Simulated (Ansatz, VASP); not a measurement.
B: VASP beside Ansatz

The input INCAR:

```
SYSTEM = B
PREC = Accurate
ENCUT = 500
EDIFF = 1E-6
ISMEAR = -1
SIGMA = 0.08
LREAL = .False.
LASPH = .True.
NELM = 120
ALGO = Normal
ISIF = 2
LWAVE = .False.
LCHARG = .False.
GGA = CA
NBANDS = 8
GGA_COMPAT = .False.
```

File KPOINTS:

```
Automatic mesh
0
Gamma
  16 16 16
  0 0 0
```

File POSCAR:

```
B
1.0
    0.0000000000      1.4324167111      1.4324167111
    1.4324167111      0.0000000000      1.4324167111
    1.4324167111      1.4324167111      0.0000000000
B
1
Direct
    0.0000000000      0.0000000000      0.0000000000
```

Input for Ansatz:

```yaml
crystal:
  lattice:
    - [0.0, 1.4324167111, 1.4324167111]
    - [1.4324167111, 0.0, 1.4324167111]
    - [1.4324167111, 1.4324167111, 0.0]
  atoms:
    - { symbol: B, position: [0.0, 0.0, 0.0] }
kpoints:
  mp_grid: { grid: [16, 16, 16] }
  band_path:
    path:
      - [0.0, 0.0, 0.0]
      - [0.5, 0.0, 0.5]
      - [0.625, 0.25, 0.625]
      - [0.375, 0.375, 0.75]
      - [0.0, 0.0, 0.0]
      - [0.5, 0.5, 0.5]
      - [0.5, 0.25, 0.75]
      - [0.5, 0.0, 0.5]
    npoints: 5
scf:
  occupations: { method: fermi_dirac, width: 0.08 }
hamiltonian:
  xc: lda
  pseudopotentials: { kind: all_electron, lapw: { basis_error: 0.001 } }
output:
  forces: true
  stress: true
  eigenvalues: true
```

Alike in both runs: task single point; functional LDA; k mesh 16 × 16 × 16; occupations fermi-dirac, width 0.08 eV; no spin polarisation.

|  | VASP | Ansatz |
| --- | --- | --- |
| version | VASP 6.6.1 | Ansatz 0.2.0 |
| potentials or method | VASP PAW LDA potentials, release 64 (B), cutoff 500 eV | all-electron LAPW, scalar-relativistic |

VASP gave:

- pressure (GPa): -8.5

Estimate Ansatz's values.

pressure (GPa): -9.0.

LDA's correlation is that of Perdew and Zunger in VASP and of Perdew and Wang (1992) in Ansatz. Ansatz ran all-electron here, and VASP with PAW potentials.
